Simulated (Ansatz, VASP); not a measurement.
One calculation of GaP, two programs

The input POSCAR:

```
GaP
1.0
    0.0000000000      2.7254102088      2.7254102088
    2.7254102088      0.0000000000      2.7254102088
    2.7254102088      2.7254102088      0.0000000000
Ga P
1 1
Direct
    0.0000000000      0.0000000000      0.0000000000
    0.2500000000      0.2500000000      0.2500000000
```

The input INCAR.step1:

```
ALGO = Normal ; EDIFF = 1E-4
ENCUT = 520 ; GGA = PE
ISMEAR = 0 ; LASPH = True
LCHARG = False ; LREAL = False
LWAVE = True ; NBANDS = 16
NELM = 60 ; PREC = Accurate
SIGMA = 0.01
```

Contents of INCAR.step2:

```
ALGO = Normal ; EDIFF = 1E-6
ENCUT = 520 ; ISIF = 2
ISMEAR = 0 ; ISTART = 1
LASPH = True ; LCHARG = True
LELF = True ; LMIXTAU = True
LREAL = False ; LVHAR = True
LWAVE = False ; METAGGA = R2SCAN
NBANDS = 16 ; NELM = 60
PREC = Accurate ; SIGMA = 0.01
```

KPOINTS

```
k-points
0
Gamma
  6 6 6
```

Input for Ansatz:

```yaml
crystal:
  lattice:
    - [0.0, 2.7254102088, 2.7254102088]
    - [2.7254102088, 0.0, 2.7254102088]
    - [2.7254102088, 2.7254102088, 0.0]
  atoms:
    - { symbol: Ga, position: [0.0, 0.0, 0.0] }
    - { symbol: P, position: [0.25, 0.25, 0.25] }
kpoints:
  mp_grid: { grid: [6, 6, 6] }
hamiltonian:
  xc: r2scan
scf:
  occupations: { method: fixed }
  n_extra_bands: 4
output:
  forces: true
  stress: true
  eigenvalues: true
```

Alike in both runs: task single point; functional r2SCAN; k mesh 6 × 6 × 6; no spin polarisation.

|  | VASP | Ansatz |
| --- | --- | --- |
| version | VASP 6.6.1 | Ansatz 0.2.0 |
| potentials or method | VASP PAW PBE potentials, release 64 (Ga_d, P) | plane waves, PAW |
| plane-wave cutoff (eV) | 520 | 500 |
| occupations | gaussian, width 0.01 eV | fixed |
| valence electrons in the cell | 18 | 18 |

Ansatz gave:

| Item | Value |
| --- | --- |
| gap on the k mesh at the Fermi level (eV) | 1.90 |
| pressure (GPa) | 0.1 |

**Question.** What did VASP give for the same quantities?

**Answer.** gap on the k mesh at the Fermi level (eV): 1.91; pressure (GPa): 0.0.

VASP's potentials were made for PBE, not for r2SCAN.
